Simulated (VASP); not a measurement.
A run of VASP 6.6.1:

The input INCAR:

```
SYSTEM = KMgH3
PREC = Accurate ; ENCUT = 520
EDIFF = 1E-7 ; ISMEAR = 0
SIGMA = 0.05 ; LREAL = .FALSE.
LASPH = .TRUE. ; NELM = 100
ALGO = Normal ; ISIF = 2
LWAVE = .FALSE. ; LCHARG = .FALSE.
GGA = CA ; NBANDS = 15
```

KPOINTS

```
regular mesh
0
G
  8 8 8
  0 0 0
```

The input POSCAR:

```
KMgH3
1.0
    4.0250000000      0.0000000000      0.0000000000
    0.0000000000      4.0250000000      0.0352187500
    0.0000000000      0.0352187500      4.0250000000
K Mg H
1 1 3
Direct
    0.0000000000      0.0000000000      0.0000000000
    0.5000000000      0.5000000000      0.5000000000
    0.0000000000      0.5000000000      0.5000000000
    0.5000000000      0.0000000000      0.5000000000
    0.5000000000      0.5000000000      0.0000000000
```

Potentials or basis: VASP PAW LDA potentials, release 64 (K_sv, Mg, H).

Run with:

```sh
$ cat potpaw_LDA.64/K_sv/POTCAR potpaw_LDA.64/Mg/POTCAR potpaw_LDA.64/H/POTCAR > POTCAR
$ mpirun -np 1 vasp_std > vasp.out
```

Hardware: 1 thread of Intel(R) Xeon(R) 6975P-C (Granite Rapids), on a shared host.

Question: Estimate the wall time of this run.

Answer: It took 39 s on 1 thread of Intel(R) Xeon(R) 6975P-C (Granite Rapids) (shared host), peak memory 0.23 GiB. Counts: scf iterations 13, k points 105.
